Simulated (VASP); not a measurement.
A run of VASP 6.6.1 is set up as follows.

INCAR

```
  PREC = Accurate
  ENCUT = 520
  EDIFF = 1E-6
  ISMEAR = 0
  SIGMA = 0.025
  LREAL = F
  LASPH = T
  NELM = 80
  ALGO = Normal
  ISIF = 2
  LWAVE = F
  LCHARG = F
  GGA = PE
  NBANDS = 15
```

Contents of KPOINTS:

```
Automatic mesh
0
Gamma
  10 10 10
```

The input POSCAR:

```
TaN
1.0
    0.0000000000      2.2113230000      2.2113230000
    2.2113230000      0.0000000000      2.2113230000
    2.2113230000      2.2113230000      0.0000000000
Ta N
1 1
Direct
    0.5000000000      0.5000000000      0.5000000000
    0.0000000000      0.0000000000      0.0000000000
```

Potentials or basis: VASP PAW PBE potentials, release 64 (Ta_pv, N).

Launch:

```bash
$ cat potpaw_PBE.64/Ta_pv/POTCAR potpaw_PBE.64/N/POTCAR > POTCAR
$ mpirun -np 1 vasp_std > vasp.out
```

Question: Predict the pressure.

Answer: -0.6 GPa.

Question: What does it give for the band gap on the k mesh?

Answer: Zero (band 8 reaches 11.20 eV, above the bottom of band 9 at 7.29 eV).

Caveat: spin-orbit coupling is left out, which moves the levels of the heavy elements.
